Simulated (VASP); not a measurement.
The system is Zr2SiC2.

```
Zr Si C
1.0
    -2.17617    2.17617    4.39197
     2.17617   -2.17617    4.39197
     2.17617    2.17617   -4.39197
Zr Si C
2 1 2
Direct
  0.75000 0.25000 0.50000
  0.25000 0.75000 0.50000
  0.50000 0.50000 0.00000
  0.83936 0.83936 0.00000
  0.16064 0.16064 0.00000
```

The cell was generated, and may not be a known phase.

| Property | Result |
| --- | --- |
| Program | VASP 6.6.1 |
| Task | relaxation of cell and atoms |
| Functional | PBE |
| Potentials or basis | VASP PAW PBE potentials, release 64 (Zr_sv, Si, C) |
| Cutoff | 600 eV |
| k mesh | 6 × 6 × 6 |
| Occupations | gaussian, width 0.1 eV |
| Spin | no spin polarisation |

At the start: pressure -4.7 GPa; volume 16.64 Å³/atom.

Question: How do energy, volume and symmetry change on relaxing?

Answer: Over 24 steps the energy falls by 600.9 meV/atom and the volume is 15.49 Å³/atom (-6.9 %); space group I4/mmm (No. 139, to 0.1 Å) before and after.

The path:
```
step  energy change (eV)  largest force (eV/Å)  pressure (GPa)  volume (Å³)
   1              0.0000                1.6499           -4.69        83.20
   2             -0.6072                1.4554            3.56        77.36
   3             -1.0039                1.0703           42.55        61.67
   4             -1.1142                1.5000           18.91        69.13
   5             -1.1890                1.5095           25.49        66.61
   6             -1.3231                1.5412           25.59        66.32
   7             -1.6649                1.4851           26.18        65.40
   8             -1.7615                0.1324           30.83        63.34
   9             -1.8517                1.0311           27.85        64.26
  10             -1.8540                0.8800           28.43        64.04
  11             -2.0688                0.9803           23.08        65.34
  12             -2.4813                1.2316            9.35        69.33
  13             -2.4447                1.5982           -9.63        77.78
  14             -2.5911                1.4232           -1.03        73.32
  15             -2.5917                1.4107           -0.38        73.03
  16             -2.6276                1.3591           -0.39        73.22
  17             -2.7237                1.1998           -0.38        73.77
  18             -2.8662                0.8868           -0.13        74.86
  19             -2.9795                0.3919            0.91        76.98
  20             -3.0014                0.1600           -0.99        77.89
  21             -3.0015                0.1494           -1.06        77.93
  22             -3.0041                0.0076            0.34        77.34
  23             -3.0043                0.0249            0.06        77.46
  24             -3.0047                0.0382            0.19        77.46
```

Final structure:
```
CELL_PARAMETERS angstrom
-2.30240 2.30240 3.65325
2.30240 -2.30240 3.65325
2.30240 2.30240 -3.65325
ATOMIC_POSITIONS crystal
Zr 0.75000 0.25000 0.50000
Zr 0.25000 0.75000 0.50000
Si 0.50000 0.50000 0.00000
C 0.76042 0.76042 0.00000
C 0.23958 0.23958 0.00000
```
